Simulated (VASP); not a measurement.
Set up this calculation in VASP 6.6.1, as the native input.

```yaml
Task: single point
Functional: LDA
Potentials_or_basis: VASP PAW LDA potentials, release 64 (B_h, N_h)
Cutoff: 910 eV
k_mesh: 13 × 13 × 13
Occupations: fermi-dirac, width 0.02 eV
Spin: no spin polarisation
Dipole_correction: no
Second_run: hard_potentials
Further_INCAR_settings: ALGO = Normal; EDIFF = 1e-06; NBANDS = 11
```

The structure of BN (zincblende type) lies in POSCAR:

```
BN
1.0
    0.0000000000      1.7903150549      1.7903150549
    1.7903150549      0.0000000000      1.7903150549
    1.7903150549      1.7903150549      0.0000000000
B N
1 1
Direct
    0.0000000000      0.0000000000      0.0000000000
    0.2500000000      0.2500000000      0.2500000000
```

One way to write it, as run:

INCAR

```
ALGO = Normal
EDIFF = 1E-6
ENCUT = 910
GGA = CA
GGA_COMPAT = False
ISIF = 2
ISMEAR = -1
LASPH = True
LCHARG = False
LREAL = False
LWAVE = False
NBANDS = 11
NELM = 120
PREC = Accurate
SIGMA = 0.02
```

KPOINTS

```
k-points
0
Gamma
  13 13 13
```

Potentials or basis: VASP PAW LDA potentials, release 64 (B_h, N_h).

Command:

```console
$ cat potpaw_LDA.64/B_h/POTCAR potpaw_LDA.64/N_h/POTCAR > POTCAR
$ mpirun -np 1 vasp_std > vasp.out
```

Results of the run:

| Property | Result |
| --- | --- |
| Pressure | 0.5 GPa |
| Band gap on the k mesh | 4.46 eV, indirect (least direct gap 8.82 eV) |

Caveat: the cutoff is under 1.25 times the usual one of these potentials, so pressure, stress and relaxed cells hold a basis-set (Pulay) error.

Run time: 20 s on 1 thread of AMD EPYC 7R13 Processor (Zen 3), with other jobs on the host, peak memory 0.11 GiB.
